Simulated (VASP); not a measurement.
# MgO (P6_3/mmc) in VASP: further runs

Runs on MgO. Level: PBE. Tasks: single point.

All numbers are computed with VASP 6.6.1; they aren't measurements. Logs are shortened: lines on timing, memory, paths and dates and some standing lists are left out, and cuts for length are marked.

## (1) The cell of the first run

Symmetry: P6_3/mmc, No. 194, hexagonal system. The conventional cell has a = 3.388 Å, b = 3.388 Å, c = 4.212 Å, α = 90.00°, β = 90.00°, γ = 120.00°. Mg (site symmetry -6m2) has 5 O at 1.96 to 2.11 Å within 2.6 Å. Within 2.6 Å of O (site symmetry -6m2) lie 5 Mg at 1.96 to 2.11 Å.

## (2) Single point, PBE (volume 10.471 Å^3 an atom, c/a of the conventional cell 1.2432)

INCAR reads:

```
  PREC = Accurate
  ENCUT = 520
  EDIFF = 1E-7
  ISMEAR = 0
  SIGMA = 0.05
  LREAL = False
  LASPH = True
  NELM = 100
  ALGO = Normal
  ISIF = 2
  LWAVE = False
  LCHARG = False
  GGA = PE
  NBANDS = 16
```

KPOINTS reads:

```
Automatic mesh
0
Gamma
  9 9 6
```

POSCAR reads:

```
MgO
1.0
    3.3883804911      0.0000000000      0.0000000000
   -1.6941902456      2.9344235830      0.0000000000
    0.0000000000      0.0000000000      4.2124346265
Mg O
2 2
Direct
    0.6666666667      0.3333333333      0.7500000000
    0.3333333333      0.6666666667      0.2500000000
    0.6666666667      0.3333333333      0.2500000000
    0.3333333333      0.6666666667      0.7500000000
```

Potentials or basis: VASP PAW PBE potentials, release 64 (Mg, O).

Run with:

```bash
$ cat potpaw_PBE.64/Mg/POTCAR potpaw_PBE.64/O/POTCAR > POTCAR
$ mpirun -np 1 vasp_std > vasp.out
```

OUTCAR:

```text
PREC = Accurate
   ENCUT = 520
   EDIFF = 1E-7
   ISMEAR = 0
   LREAL = False
   LASPH = True
   NELM = 100
   ISIF = 2
   GGA = PE

 ion  position               nearest neighbor table
   1  0.667  0.333  0.750-   4 1.96   4 1.96   4 1.96   3 2.11   3 2.11   2 2.87   2 2.87   2 2.87
                             2 2.87   2 2.87   2 2.87
   2  0.333  0.667  0.250-   3 1.96   3 1.96   3 1.96   4 2.11   4 2.11   1 2.87   1 2.87   1 2.87
                             1 2.87   1 2.87   1 2.87
   3  0.667  0.333  0.250-   2 1.96   2 1.96   2 1.96   1 2.11   1 2.11
   4  0.333  0.667  0.750-   1 1.96   1 1.96   1 1.96   2 2.11   2 2.11

  LATTYP: Found a hexagonal cell.
 ALAT       =     3.3883804911
 C/A-ratio  =     1.2432000000

  Lattice vectors:

 A1 = (   3.3883804911,   0.0000000000,   0.0000000000)
 A2 = (  -1.6941902456,   2.9344235830,   0.0000000000)
 A3 = (   0.0000000000,   0.0000000000,   4.2124346265)

Analysis of symmetry for initial positions (statically):
=====================================================================
 Subroutine PRICEL returns:
 Original cell was already a primitive cell.

 Routine SETGRP: Setting up the symmetry group for a
 hexagonal supercell.

 Subroutine GETGRP returns: Found 24 space group operations
 (whereof 12 operations were pure point group operations)
 out of a pool of 24 trial point group operations.

The static configuration has the point symmetry D_3d.
 The point group associated with its full space group is D_6h.

Analysis of symmetry for dynamics (positions and initial velocities):
=====================================================================
 Subroutine PRICEL returns:
 Original cell was already a primitive cell.

 Routine SETGRP: Setting up the symmetry group for a
 hexagonal supercell.

 Subroutine GETGRP returns: Found 24 space group operations
 (whereof 12 operations were pure point group operations)
 out of a pool of 24 trial point group operations.

The dynamic configuration has the point symmetry D_3d.
 The point group associated with its full space group is D_6h.

 Subroutine INISYM returns: Found 24 space group operations
 (whereof 12 operations are pure point group operations),
 and found     1 'primitive' translations

----------------------------------------------------------------------------------------

                                     Primitive cell

  volume of cell :      41.8840

  direct lattice vectors                    reciprocal lattice vectors
     3.388380491  0.000000000  0.000000000     0.295126242  0.170391215  0.000000000
    -1.694190246  2.934423583  0.000000000     0.000000000  0.340782430  0.000000000
     0.000000000  0.000000000  4.212434627     0.000000000  0.000000000  0.237392408

  length of vectors
     3.388380491  3.388380491  4.212434627     0.340782430  0.340782430  0.237392408

  position of ions in fractional coordinates (direct lattice)
     0.666666667  0.333333333  0.750000000
     0.333333333  0.666666667  0.250000000
     0.666666667  0.333333333  0.250000000
     0.333333333  0.666666667  0.750000000

  ion indices of the primitive-cell ions
   primitive index   ion index
                 1           1
                 2           2
                 3           3
                 4           4

----------------------------------------------------------------------------------------

 KPOINTS: Automatic mesh

Automatic generation of k-mesh.
 Grid dimensions read from file:
 generate k-points for:    9    9    6

 Generating k-lattice:

  Cartesian coordinates                     Fractional coordinates (reciprocal lattice)
     0.032791805  0.018932357  0.000000000     0.111111111  0.000000000  0.000000000
     0.000000000  0.037864714  0.000000000     0.000000000  0.111111111  0.000000000
     0.000000000  0.000000000  0.039565401     0.000000000  0.000000000  0.166666667

  Length of vectors
     0.037864714  0.037864714  0.039565401

  Shift w.r.t. Gamma in fractional coordinates (k-lattice)
     0.000000000  0.000000000  0.000000000

 Subroutine IBZKPT returns following result:
 ===========================================

 Found     48 irreducible k-points:

 Following reciprocal coordinates:
            Coordinates               Weight
  0.000000  0.000000  0.000000      1.000000
  0.111111  0.000000  0.000000      6.000000
  0.222222  0.000000  0.000000      6.000000
  0.333333  0.000000  0.000000      6.000000
  0.444444  0.000000  0.000000      6.000000
  0.111111  0.111111  0.000000      6.000000
[... 16 lines left out ...]
  0.333333  0.222222  0.166667     24.000000
  0.333333  0.333333  0.166667      4.000000
 [... further k-points ...]
   k-points           NKPTS =     48   k-points in BZ     NKDIM =     48   number of bands    NBANDS=     16
   number of dos      NEDOS =    301   number of ions     NIONS =      4
   total plane-waves  NPLWV =  25088
   dimension x,y,z NGX =    28 NGY =   28 NGZ =   32
   dimension x,y,z NGXF=    56 NGYF=   56 NGZF=   64
   ions per type =               2   2
   NGX,Y,Z   is equivalent  to a cutoff of  13.74, 13.74, 12.63 a.u.
   NGXF,Y,Z  is equivalent  to a cutoff of  27.48, 27.48, 25.26 a.u.
 SYSTEM =  unknown system
   PREC   = accura    normal or accurate (medium, high low for compatibility)
   ISTART =      0    job   : 0-new  1-cont  2-samecut
   ICHARG =      2    charge: 1-file 2-atom 10-const
   ISPIN  =      1    spin polarized calculation?
   LNONCOLLINEAR =      F non collinear calculations
   LSORBIT =      F    spin-orbit coupling
   LASPH  =      T    aspherical Exc in radial PAW
   ENCUT  =  520.0 eV  38.22 Ry    6.18 a.u.   6.30  6.30  7.83*2*pi/ulx,y,z
   NELM   =    100;   NELMIN=  2; NELMDL= -5     # of ELM steps
   EDIFF  = 0.1E-06   stopping-criterion for ELM
   LREAL  =      F    real-space projection
   EDIFFG = 0.1E-05   stopping-criterion for IOM
   NSW    =      0    number of steps for IOM
   IBRION =     -1    ionic relax: 0-MD 1-quasi-New 2-CG
   NFREE  =      0    steps in history (QN), initial steepest desc. (CG)
   ISIF   =      2    stress and relaxation
   ISYM   =      2    0-nonsym 1-usesym 2-fastsym
   POTIM  = 0.5000    time-step for ionic-motion
   TEBEG  =    0.0;   TEEND  =   0.0 temperature during run
   PSTRESS=    0.0 pullay stress
   NELECT =      16.0000    total number of electrons
   NUPDOWN=      -1.0000    fix difference up-down
   EMIN   =  10.00;   EMAX   =-10.00  energy-range for DOS
   EFERMI =   0.00;   METHOD = LEGACY
   ISMEAR =     0;   SIGMA  =   0.05  broadening in eV -4-tet -1-fermi 0-gaus
   EFERMI_NEDOS =   21; number of points for ismear=-14 and -15
   IALGO  =     38    algorithm
   IMIX   =      4    mixing-type and parameters
     AMIX     =   0.40;   BMIX     =  1.00
     AMIX_MAG =   1.60;   BMIX_MAG =  1.00
  volume/ion in A,a.u.               =      10.47        70.66
  Fermi-wavevector in a.u.,A,eV,Ry     =   1.187861  2.244731 19.197992  1.411013
  Thomas-Fermi vector in A             =   2.324003
   LORBIT       =      0    0 simple, 1 ext, 2 COOP (PROOUT), +10 PAW based schemes
   GGA     = PE    functional components
   LHFCALC =     F    Hartree Fock is set to
   AEXX    =    0.0000 exact exchange contribution
   IVDW    =     0    specifies the selected vdW correction
   LEPSILON=     F    determine dielectric tensor
   LRPA    =     F    only Hartree local field effects (RPA)
 non-spin polarized calculation
 Gauss-broadening in eV      SIGMA  =   0.05
  energy-cutoff  :      520.00
  volume of cell :       41.88
 maximum number of plane-waves:      1143
 NGX is ok and might be reduce to    28
   NGX = 13   NGY = 13   NGZ = 15

 number of electron      16.0000003 magnetization

 Free energy of the ion-electron system (eV)
  ---------------------------------------------------
  ext. energy  EPLUGINS =         0.00000000
  ---------------------------------------------------
  free energy    TOTEN  =       -23.53602283 eV

  energy without entropy =      -23.53602283  energy(sigma->0) =      -23.53602283

 E-fermi :   2.6435     XC(G=0): -10.3019

 val. band max:        2.3926219994   @ k =   0.0000   0.0000   0.0000
 cond. band min:       6.0517474242   @ k =   0.0000   0.0000   0.0000
 fundamental gap:      3.6591254248
 Fermi energy:         2.6435068825

 k-point     1 :       0.0000    0.0000    0.0000
  band No.  band energies     occupation
      1     -14.8065      2.00000
      2     -13.3433      2.00000
      3      -1.5507      2.00000
      4       0.5747      2.00000
      5       0.5747      2.00000
      6       1.4381      2.00000
[... 8 lines left out ...]
     15      18.3758      0.00000
     16      18.6606      0.00000

 k-point     2 :       0.1111    0.0000    0.0000
  band No.  band energies     occupation
      1     -14.7379      2.00000
      2     -13.3485      2.00000
      3      -1.4453      2.00000
      4       0.3557      2.00000
      5       0.4767      2.00000
      6       1.1281      2.00000
[... 8 lines left out ...]
     15      17.7967      0.00000
     16      18.0609      0.00000

 k-point     3 :       0.2222    0.0000    0.0000
  band No.  band energies     occupation
      1     -14.5497      2.00000
      2     -13.3743      2.00000
      3      -1.1429      2.00000
      4      -0.2763      2.00000
      5       0.2738      2.00000
      6       0.6749      2.00000
[... 8 lines left out ...]
     15      16.9376      0.00000
     16      17.2795      0.00000

 k-point     4 :       0.3333    0.0000    0.0000
  band No.  band energies     occupation
      1     -14.2936      2.00000
      2     -13.4419      2.00000
      3      -0.9648      2.00000
      4      -0.6928      2.00000
      5       0.0854      2.00000
      6       0.3654      2.00000
[... 8 lines left out ...]
     15      17.1566      0.00000
     16      17.2345      0.00000
[... 324 lines left out ...]
 k-point    22 :       0.2222    0.2222    0.1667
  band No.  band energies     occupation
      1     -14.1033      2.00000
      2     -13.5240      2.00000
      3      -1.0671      2.00000
      4      -0.9954      2.00000
      5       0.1397      2.00000
      6       0.4413      2.00000
[... 8 lines left out ...]
     15      16.8832      0.00000
     16      18.4750      0.00000

 k-point    23 :       0.3333    0.2222    0.1667
  band No.  band energies     occupation
      1     -13.9060      2.00000
      2     -13.6183      2.00000
      3      -1.3550      2.00000
      4      -0.7143      2.00000
      5      -0.2791      2.00000
      6       0.7123      2.00000
[... 8 lines left out ...]
     15      16.6742      0.00000
     16      18.6711      0.00000

 k-point    24 :       0.3333    0.3333    0.1667
  band No.  band energies     occupation
      1     -13.7443      2.00000
      2     -13.7443      2.00000
      3      -1.3178      2.00000
      4      -0.5805      2.00000
      5      -0.5805      2.00000
      6       1.0064      2.00000
[... 8 lines left out ...]
     15      16.5021      0.00000
     16      19.6101      0.00000

 [... further k-points ...]
[... 5 lines left out ...]
  --------------------------------------------------------------------------------------
  -------------------------------------------------------------------------------------
  Total        3.7072057      3.7072057      1.8885255     -0.0000000      0.0000000      0.0000000
  in kB      141.8107358    141.8107358     72.2412574     -0.0000000      0.0000000      0.0000000
  external PRESSURE =     118.6209097 kB  Pullay stress =       0.0000000 kB

 VOLUME and BASIS-vectors are now :
 -----------------------------------------------------------------------------
  energy-cutoff  :      520.00
  volume of cell :       41.88
      direct lattice vectors                 reciprocal lattice vectors
     3.388380491  0.000000000  0.000000000     0.295126242  0.170391215  0.000000000
    -1.694190246  2.934423583  0.000000000     0.000000000  0.340782430  0.000000000
     0.000000000  0.000000000  4.212434627     0.000000000  0.000000000  0.237392408

 POSITION                                       TOTAL-FORCE (eV/Angst)
 -----------------------------------------------------------------------------------
      1.69419      0.97814      3.15933        -0.000000      0.000000      0.000000
     -0.00000      1.95628      1.05311         0.000000     -0.000000      0.000000
      1.69419      0.97814      1.05311        -0.000000      0.000000      0.000000
     -0.00000      1.95628      3.15933        -0.000000     -0.000000      0.000000
 -----------------------------------------------------------------------------------
    total drift:                                0.000000     -0.000000      0.000000

  FREE ENERGIE OF THE ION-ELECTRON SYSTEM (eV)
  ---------------------------------------------------
  free  energy   TOTEN  =       -23.5360228272 eV

  energy  without entropy=      -23.5360228272  energy(sigma->0) =      -23.53602283
```

Run time: 13 s. Hardware: 1 thread of Intel Xeon 6975P-C (Granite Rapids), shared host; peak memory 0.17 GiB.

What came out:

```yaml
Free_energy: -23.5360 eV
Pressure: 11.9 GPa
Band_gap_on_the_k_mesh: 3.66 eV, direct
```

Levels at points of the mesh, in eV from the valence-band top:
```csv
k point,band 5,band 6,band 7,band 8,band 9,band 10,band 11,band 12
"(0.00, 0.00, 0.00)",-1.82,-0.95,-0.95,0.00,3.66,9.74,12.29,13.10
"(0.00, 0.00, 0.50)",-1.41,-1.41,-1.41,-1.41,6.68,6.68,13.46,13.46
```

## (3) Single point, PBE (volume 10.653 Å^3 an atom, c/a of the conventional cell 1.3044)

INCAR reads:

```
SYSTEM = MgO
  PREC = Accurate
  ENCUT = 520
  EDIFF = 1E-7
  ISMEAR = 0
  SIGMA = 0.05
  LREAL = .False.
  LASPH = .True.
  NELM = 60
  ALGO = Normal
  ISIF = 2
  LWAVE = .False.
  LCHARG = .False.
  GGA = PE
  NBANDS = 16
```

KPOINTS reads:

```
regular mesh
0
Gamma
  9 9 6
  0 0 0
```

POSCAR reads:

```
MgO
1.0
    3.3537459831      0.0000000000      0.0000000000
   -1.6768729916      2.9044292192      0.0000000000
    0.0000000000      0.0000000000      4.3746262603
Mg O
2 2
Direct
    0.6666666667      0.3333333333      0.7500000000
    0.3333333333      0.6666666667      0.2500000000
    0.6666666667      0.3333333333      0.2500000000
    0.3333333333      0.6666666667      0.7500000000
```

Potentials or basis: VASP PAW PBE potentials, release 64 (Mg, O).

Run with:

```bash
$ cat potpaw_PBE.64/Mg/POTCAR potpaw_PBE.64/O/POTCAR > POTCAR
$ mpirun -np 1 vasp_std > vasp.out
```

Run time: 17 s. Hardware: 1 thread of Intel Xeon 6975P-C (Granite Rapids), shared host; peak memory 0.18 GiB.

The run converged. Its results:

* Free energy: -23.4895 eV
* Pressure: 10.3 GPa
* Band gap on the k mesh: 3.52 eV, direct

Stress tensor (GPa, compression positive):
```
15.51  0.00  0.00
 0.00 15.51  0.00
 0.00  0.00 -0.07
```

Levels at points of the mesh, in eV from the valence-band top:
```tsv
k point	band 5	band 6	band 7	band 8	band 9	band 10	band 11	band 12
(0.00, 0.00, 0.00)	-1.75	-1.03	-1.03	0.00	3.52	9.46	11.70	13.31
(0.00, 0.00, 0.50)	-1.40	-1.40	-1.40	-1.40	6.51	6.51	13.68	13.68
```

## (4) Single point, PBE (volume 10.835 Å^3 an atom, c/a of the conventional cell 1.1112)

INCAR reads:

```
ALGO     = Normal         # electronic algorithm
EDIFF    = 1E-6           # SCF threshold, eV
ENCUT    = 520            # plane-wave cutoff, eV
GGA      = PE             # functional
ISIF     = 2              # what is computed and relaxed
ISMEAR   = 0              # smearing method
LASPH    = True           # aspherical terms in the spheres
LCHARG   = True           # write CHGCAR
LELF     = True           # ELF
LREAL    = False          # projectors in reciprocal space
LVHAR    = True         
LWAVE    = False          # write WAVECAR
NBANDS   = 16             # bands
NELM     = 60             # most SCF steps
PREC     = Accurate       # precision mode
SIGMA    = 0.05           # smearing width, eV
```

KPOINTS reads:

```
k-points
0
Gamma
  9 9 6
```

POSCAR reads:

```
MgO
1.0
    3.5578585749      0.0000000000      0.0000000000
   -1.7789292875      3.0811959089      0.0000000000
    0.0000000000      0.0000000000      3.9534924484
Mg O
2 2
Direct
    0.6666666667      0.3333333333      0.7500000000
    0.3333333333      0.6666666667      0.2500000000
    0.6666666667      0.3333333333      0.2500000000
    0.3333333333      0.6666666667      0.7500000000
```

Run with:

```bash
$ cat potpaw_PBE.64/Mg/POTCAR potpaw_PBE.64/O/POTCAR > POTCAR
$ mpirun -np 1 vasp_std > vasp.out
```

Wall time 38 s (1 thread of Intel Xeon Platinum 8259CL at 2.50GHz (Skylake/Cascade Lake), shared host); peak memory 0.17 GiB.

Results (log left out):

```yaml
Free_energy: -23.5034 eV
Pressure: 8.5 GPa
Band_gap_on_the_k_mesh: 3.59 eV, direct
```

Stress tensor (GPa, compression positive):
```
 2.06  0.00  0.00
 0.00  2.06  0.00
 0.00  0.00 21.38
```

Levels at points of the mesh, in eV from the valence-band top:
```
           k point  band 6  band 7  band 8  band 9  band 10  band 11
(0.00, 0.00, 0.00)   -0.63   -0.63    0.00    3.59    10.06    12.29
(0.00, 0.00, 0.50)   -1.23   -1.23   -1.23    6.71     6.71    12.64
```

(Part 1 of 2 ends here.)
